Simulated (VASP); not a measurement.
# Mg (P6_3/mmc) in VASP: notebook

Aim: see how the results for Mg move with the level of theory and the settings. Levels: PBE, PBEsol. Tasks: single point.

Program: VASP 6.6.1. These are calculated values, not measurements. Logs are shortened: lines on timing, memory, paths and dates and some standing lists are left out, and cuts for length are marked.

### 1 The cell of the first run

The structure is hexagonal, space group P6_3/mmc (No. 194). The conventional cell has a = 3.210 Å, b = 3.210 Å, c = 5.138 Å, α = 90.00°, β = 90.00°, γ = 120.00°. Mg (site symmetry -6m2) has 12 Mg at 3.17 to 3.21 Å within 4.2 Å.

### 2 Single point, PBE

Input file INCAR:

```
SYSTEM = Mg
PREC = Accurate
ENCUT = 520
EDIFF = 1E-7
ISMEAR = 0
SIGMA = 0.1
LREAL = .FALSE.
LASPH = .TRUE.
NELM = 80
ALGO = Fast
ISIF = 2
LWAVE = .FALSE.
LCHARG = .TRUE.
GGA = PE
LELF = .TRUE.
LVHAR = .TRUE.
NBANDS = 9
```

Input file KPOINTS:

```
regular mesh
0
G
  15 15 8
  0 0 0
```

Input file POSCAR:

```
Mg
1.0
    3.2100636632      0.0000000000      0.0000000000
   -1.6050318316      2.7799966801      0.0000000000
    0.0000000000      0.0000000000      5.1379319441
Mg
2
Direct
    0.3333333333      0.6666666667      0.2500000000
    0.6666666667      0.3333333333      0.7500000000
```

Potentials or basis: VASP PAW PBE potentials, release 64 (Mg).

Launch:

```bash
$ cat potpaw_PBE.64/Mg/POTCAR > POTCAR
$ mpirun -np 1 vasp_std > vasp.out
```

OUTCAR:

```text
SYSTEM = Mg
   PREC = Accurate
   ENCUT = 520
   EDIFF = 1E-7
   ISMEAR = 0
   LREAL = .FALSE.
   LASPH = .TRUE.
   NELM = 80
   ISIF = 2
   GGA = PE

 ion  position               nearest neighbor table
   1  0.333  0.667  0.250-   2 3.17   2 3.17   2 3.17   2 3.17   2 3.17   2 3.17
   2  0.667  0.333  0.750-   1 3.17   1 3.17   1 3.17   1 3.17   1 3.17   1 3.17

  LATTYP: Found a hexagonal cell.
 ALAT       =     3.2100636632
 C/A-ratio  =     1.6005701080

  Lattice vectors:

 A1 = (   3.2100636632,   0.0000000000,   0.0000000000)
 A2 = (  -1.6050318316,   2.7799966801,   0.0000000000)
 A3 = (   0.0000000000,   0.0000000000,   5.1379319441)

Analysis of symmetry for initial positions (statically):
=====================================================================
 Subroutine PRICEL returns:
 Original cell was already a primitive cell.

 Routine SETGRP: Setting up the symmetry group for a
 hexagonal supercell.

 Subroutine GETGRP returns: Found 24 space group operations
 (whereof 12 operations were pure point group operations)
 out of a pool of 24 trial point group operations.

The static configuration has the point symmetry D_3d.
 The point group associated with its full space group is D_6h.

Analysis of symmetry for dynamics (positions and initial velocities):
=====================================================================
 Subroutine PRICEL returns:
 Original cell was already a primitive cell.

 Routine SETGRP: Setting up the symmetry group for a
 hexagonal supercell.

 Subroutine GETGRP returns: Found 24 space group operations
 (whereof 12 operations were pure point group operations)
 out of a pool of 24 trial point group operations.

The dynamic configuration has the point symmetry D_3d.
 The point group associated with its full space group is D_6h.

 Subroutine INISYM returns: Found 24 space group operations
 (whereof 12 operations are pure point group operations),
 and found     1 'primitive' translations

----------------------------------------------------------------------------------------

                                     Primitive cell

  volume of cell :      45.8507

  direct lattice vectors                    reciprocal lattice vectors
     3.210063663  0.000000000  0.000000000     0.311520301  0.179856330  0.000000000
    -1.605031832  2.779996680  0.000000000     0.000000000  0.359712660  0.000000000
     0.000000000  0.000000000  5.137931944     0.000000000  0.000000000  0.194630838

  length of vectors
     3.210063663  3.210063663  5.137931944     0.359712660  0.359712660  0.194630838

  position of ions in fractional coordinates (direct lattice)
     0.333333333  0.666666667  0.250000000
     0.666666667  0.333333333  0.750000000

  ion indices of the primitive-cell ions
   primitive index   ion index
                 1           1
                 2           2

----------------------------------------------------------------------------------------

 KPOINTS: regular mesh

Automatic generation of k-mesh.
 Grid dimensions read from file:
 generate k-points for:   15   15    8

 Generating k-lattice:

  Cartesian coordinates                     Fractional coordinates (reciprocal lattice)
     0.020768020  0.011990422  0.000000000     0.066666667  0.000000000  0.000000000
     0.000000000  0.023980844  0.000000000     0.000000000  0.066666667  0.000000000
     0.000000000  0.000000000  0.024328855     0.000000000  0.000000000  0.125000000

  Length of vectors
     0.023980844  0.023980844  0.024328855

  Shift w.r.t. Gamma in fractional coordinates (k-lattice)
     0.000000000  0.000000000  0.000000000

 Subroutine IBZKPT returns following result:
 ===========================================

 Found    135 irreducible k-points:

 Following reciprocal coordinates:
            Coordinates               Weight
  0.000000  0.000000  0.000000      1.000000
  0.066667 -0.000000  0.000000      6.000000
  0.133333  0.000000  0.000000      6.000000
  0.200000  0.000000  0.000000      6.000000
  0.266667  0.000000  0.000000      6.000000
  0.333333 -0.000000  0.000000      6.000000
[... 16 lines left out ...]
  0.333333  0.200000  0.000000     12.000000
  0.400000  0.200000  0.000000      6.000000
 [... further k-points ...]
   k-points           NKPTS =    135   k-points in BZ     NKDIM =    135   number of bands    NBANDS=      9
   number of dos      NEDOS =    301   number of ions     NIONS =      2
   total plane-waves  NPLWV =  23040
   dimension x,y,z NGX =    24 NGY =   24 NGZ =   40
   dimension x,y,z NGXF=    48 NGYF=   48 NGZF=   80
   ions per type =               2
   NGX,Y,Z   is equivalent  to a cutoff of  12.43, 12.43, 12.94 a.u.
   NGXF,Y,Z  is equivalent  to a cutoff of  24.86, 24.86, 25.89 a.u.
 SYSTEM =  Mg
   PREC   = accura    normal or accurate (medium, high low for compatibility)
   ISTART =      0    job   : 0-new  1-cont  2-samecut
   ICHARG =      2    charge: 1-file 2-atom 10-const
   ISPIN  =      1    spin polarized calculation?
   LNONCOLLINEAR =      F non collinear calculations
   LSORBIT =      F    spin-orbit coupling
   LASPH  =      T    aspherical Exc in radial PAW
   ENCUT  =  520.0 eV  38.22 Ry    6.18 a.u.   5.97  5.97  9.55*2*pi/ulx,y,z
   NELM   =     80;   NELMIN=  2; NELMDL= -5     # of ELM steps
   EDIFF  = 0.1E-06   stopping-criterion for ELM
   LREAL  =      F    real-space projection
   EDIFFG = 0.1E-05   stopping-criterion for IOM
   NSW    =      0    number of steps for IOM
   IBRION =     -1    ionic relax: 0-MD 1-quasi-New 2-CG
   NFREE  =      0    steps in history (QN), initial steepest desc. (CG)
   ISIF   =      2    stress and relaxation
   ISYM   =      2    0-nonsym 1-usesym 2-fastsym
   POTIM  = 0.5000    time-step for ionic-motion
   TEBEG  =    0.0;   TEEND  =   0.0 temperature during run
   PSTRESS=    0.0 pullay stress
   NELECT =       4.0000    total number of electrons
   NUPDOWN=      -1.0000    fix difference up-down
   EMIN   =  10.00;   EMAX   =-10.00  energy-range for DOS
   EFERMI =   0.00;   METHOD = LEGACY
   ISMEAR =     0;   SIGMA  =   0.10  broadening in eV -4-tet -1-fermi 0-gaus
   EFERMI_NEDOS =   21; number of points for ismear=-14 and -15
   IALGO  =     68    algorithm
   IMIX   =      4    mixing-type and parameters
     AMIX     =   0.40;   BMIX     =  1.00
     AMIX_MAG =   1.60;   BMIX_MAG =  1.00
  volume/ion in A,a.u.               =      22.93       154.71
  Fermi-wavevector in a.u.,A,eV,Ry     =   0.726072  1.372076  7.172717  0.527180
  Thomas-Fermi vector in A             =   1.816953
   LORBIT       =      0    0 simple, 1 ext, 2 COOP (PROOUT), +10 PAW based schemes
   GGA     = PE    functional components
   LHFCALC =     F    Hartree Fock is set to
   AEXX    =    0.0000 exact exchange contribution
   IVDW    =     0    specifies the selected vdW correction
   LEPSILON=     F    determine dielectric tensor
   LRPA    =     F    only Hartree local field effects (RPA)
 non-spin polarized calculation
 RMM-DIIS sequential band-by-band and
 Gauss-broadening in eV      SIGMA  =   0.10
  energy-cutoff  :      520.00
  volume of cell :       45.85
 maximum number of plane-waves:      1254
 NGX is ok and might be reduce to    24
   NGX = 11   NGY = 11   NGZ = 19

 number of electron       4.0000000 magnetization

 Free energy of the ion-electron system (eV)
  ---------------------------------------------------
  ext. energy  EPLUGINS =         0.00000000
  ---------------------------------------------------
  free energy    TOTEN  =        -3.01499946 eV

  energy without entropy =       -3.01013333  energy(sigma->0) =       -3.01256639

 E-fermi :   2.6383     XC(G=0):  -8.4951

 val. band max:        2.6228219585   @ k =   0.3333   0.1333   0.1250
 cond. band min:       2.6530498205   @ k =   0.3333   0.1333   0.0000
 fundamental gap:      0.0302278620
 Fermi energy:         2.6382642524

 k-point     1 :       0.0000    0.0000    0.0000
  band No.  band energies     occupation
      1      -4.2969      2.00000
      2       1.0292      2.00000
      3       1.5319      2.00000
      4      13.4375      0.00000
      5      13.4375      0.00000
      6      13.5197      0.00000
      7      13.5197      0.00000
      8      14.5388      0.00000
      9      15.9235      0.00000

 k-point     2 :       0.0667   -0.0000    0.0000
  band No.  band energies     occupation
      1      -4.2102      2.00000
      2       1.1083      2.00000
      3       1.6161      2.00000
      4      11.6843      0.00000
      5      12.4593      0.00000
      6      13.2841      0.00000
      7      14.6247      0.00000
      8      15.3694      0.00000
      9      16.3721      0.00000

 k-point     3 :       0.1333    0.0000    0.0000
  band No.  band energies     occupation
      1      -3.9504      2.00000
      2       1.3458      2.00000
      3       1.8667      2.00000
      4       9.6561      0.00000
      5      11.5845      0.00000
      6      12.3561      0.00000
      7      14.4259      0.00000
      8      15.1199      0.00000
      9      15.7559      0.00000

 k-point     4 :       0.2000    0.0000    0.0000
  band No.  band energies     occupation
      1      -3.5189      2.00000
      2       1.7419      2.00000
      3       2.2759      2.00000
      4       7.7168      0.00000
      5      10.8558      0.00000
      6      11.3739      0.00000
      7      12.4948      0.00000
      8      13.7769      0.00000
      9      15.4568      0.00000

 k-point     5 :       0.2667    0.0000    0.0000
  band No.  band energies     occupation
      1      -2.9182      2.00000
      2       2.2969      2.00000
      3       2.8177      0.01115
      4       5.9307      0.00000
      5      10.2740      0.00000
      6      10.3387      0.00000
      7      10.6799      0.00000
      8      12.5533      0.00000
      9      14.8077      0.00000

 k-point     6 :       0.3333   -0.0000    0.0000
  band No.  band energies     occupation
      1      -2.1513      2.00000
      2       3.0110      0.00000
      3       3.2802      0.00000
      4       4.5157      0.00000
      5       9.0096      0.00000
      6       9.1967      0.00000
      7       9.8384      0.00000
      8      11.6629      0.00000
      9      14.3147      0.00000
[... 169 lines left out ...]
 k-point    21 :       0.2000    0.2000    0.0000
  band No.  band energies     occupation
      1      -1.9817      2.00000
      2       3.1698      0.00000
      3       3.5625      0.00000
      4       5.3695      0.00000
      5       5.9415      0.00000
      6      10.0631      0.00000
      7      10.7323      0.00000
      8      10.9334      0.00000
      9      11.8259      0.00000

 k-point    22 :       0.2667    0.2000    0.0000
  band No.  band energies     occupation
      1      -1.1386      2.00000
      2       3.5337      0.00000
      3       3.9632      0.00000
      4       4.4901      0.00000
      5       5.6301      0.00000
      6       8.7211      0.00000
      7       9.7487      0.00000
      8      10.0759      0.00000
      9      11.2008      0.00000

 k-point    23 :       0.3333    0.2000    0.0000
  band No.  band energies     occupation
      1      -0.1379      2.00000
      2       2.2898      2.00000
      3       4.5087      0.00000
      4       4.9113      0.00000
      5       6.0237      0.00000
      6       7.3262      0.00000
      7       8.5333      0.00000
      8       9.7969      0.00000
      9      10.9216      0.00000

 k-point    24 :       0.4000    0.2000    0.0000
  band No.  band energies     occupation
      1       1.0090      2.00000
      2       1.0153      2.00000
      3       4.5034      0.00000
      4       5.8476      0.00000
      5       6.2356      0.00000
      6       6.5085      0.00000
      7       7.8247      0.00000
      8       9.7090      0.00000
      9      10.8347      0.00000

 [... further k-points ...]

------------------------ aborting loop because EDIFF is reached ----------------------------------------

  FORCE on cell =-STRESS in cart. coord.  units (eV):
  Direction    XX          YY          ZZ          XY          YZ          ZX
  --------------------------------------------------------------------------------------
  -------------------------------------------------------------------------------------
  Total       -0.0329446     -0.0329446     -0.0266384      0.0000000      0.0000000      0.0000000
  in kB       -1.1511934     -1.1511934     -0.9308331      0.0000000      0.0000000      0.0000000
  external PRESSURE =      -1.0777399 kB  Pullay stress =       0.0000000 kB

 VOLUME and BASIS-vectors are now :
 -----------------------------------------------------------------------------
  energy-cutoff  :      520.00
  volume of cell :       45.85
      direct lattice vectors                 reciprocal lattice vectors
     3.210063663  0.000000000  0.000000000     0.311520301  0.179856330  0.000000000
    -1.605031832  2.779996680  0.000000000     0.000000000  0.359712660  0.000000000
     0.000000000  0.000000000  5.137931944     0.000000000  0.000000000  0.194630838

 POSITION                                       TOTAL-FORCE (eV/Angst)
 -----------------------------------------------------------------------------------
     -0.00000      1.85333      1.28448         0.000000      0.000000      0.000000
      1.60503      0.92667      3.85345        -0.000000      0.000000      0.000000
 -----------------------------------------------------------------------------------
    total drift:                               -0.000000      0.000000     -0.000000

  FREE ENERGIE OF THE ION-ELECTRON SYSTEM (eV)
  ---------------------------------------------------
  free  energy   TOTEN  =        -3.0149994559 eV

  energy  without entropy=       -3.0101333284  energy(sigma->0) =       -3.01256639
```

Wall time 23 s (1 thread of Intel Xeon Platinum 8375C at 2.90GHz (Ice Lake), shared host); peak memory 0.19 GiB.

Results:

```
Free energy            : -3.0150 eV
Pressure               : -0.1 GPa
Band gap on the k mesh : zero (band 2 reaches 3.53 eV, above the bottom of band 3 at 1.53 eV)
```

Levels at points of the mesh, in eV from the Fermi level:
```
           k point  band 1  band 2  band 3  band 4  band 5
(0.00, 0.00, 0.00)   -6.94   -1.61   -1.11   10.80   10.80
(0.00, 0.00, 0.50)   -5.52   -5.52    5.26    5.26   11.56
```

### 3 Single point, PBEsol

Input file INCAR:

```
  ALGO = Normal
  EDIFF = 1E-7
  ENCUT = 520
  GGA = PS
  ISIF = 2
  ISMEAR = 0
  LASPH = T
  LCHARG = T
  LELF = T
  LREAL = F
  LVHAR = T
  LWAVE = F
  NBANDS = 9
  NELM = 100
  PREC = Accurate
  SIGMA = 0.1
```

Input file KPOINTS:

```
k-points
0
Gamma
  18 18 8
```

Input file POSCAR:

```
Mg
1.0
    3.2084666623      0.0000000000      0.0000000000
   -1.6042333311      2.7786136367      0.0000000000
    0.0000000000      0.0000000000      5.1442217542
Mg
2
Direct
    0.3333333333      0.6666666667      0.2500000000
    0.6666666667      0.3333333333      0.7500000000
```

Potentials or basis: VASP PAW PBE potentials, release 64 (Mg).

Launch:

```bash
$ cat potpaw_PBE.64/Mg/POTCAR > POTCAR
$ mpirun -np 1 vasp_std > vasp.out
```

Run time: 64 s. Hardware: 1 thread of Intel Xeon 8259CL, shared host; peak memory 0.18 GiB.

Results (log left out):

| Property | Result |
| --- | --- |
| Free energy | -3.4486 eV |
| Pressure | -0.7 GPa |
| Band gap on the k mesh | zero (band 2 reaches 3.62 eV, above the bottom of band 3 at 1.48 eV) |

Levels at points of the mesh, in eV from the Fermi level:
```tsv
k point	band 1	band 2	band 3	band 4	band 5
(0.00, 0.00, 0.00)	-6.94	-1.63	-1.13	10.79	10.79
(0.50, 0.00, 0.00)	-2.19	-2.18	2.67	3.03	3.36
(0.00, 0.00, 0.50)	-5.53	-5.53	5.22	5.22	11.55
(0.50, 0.00, 0.50)	-1.13	-1.13	-0.47	-0.47	7.93
```

Caveat: the PAW data sets were made with another functional, which shifts forces and pressure a little.
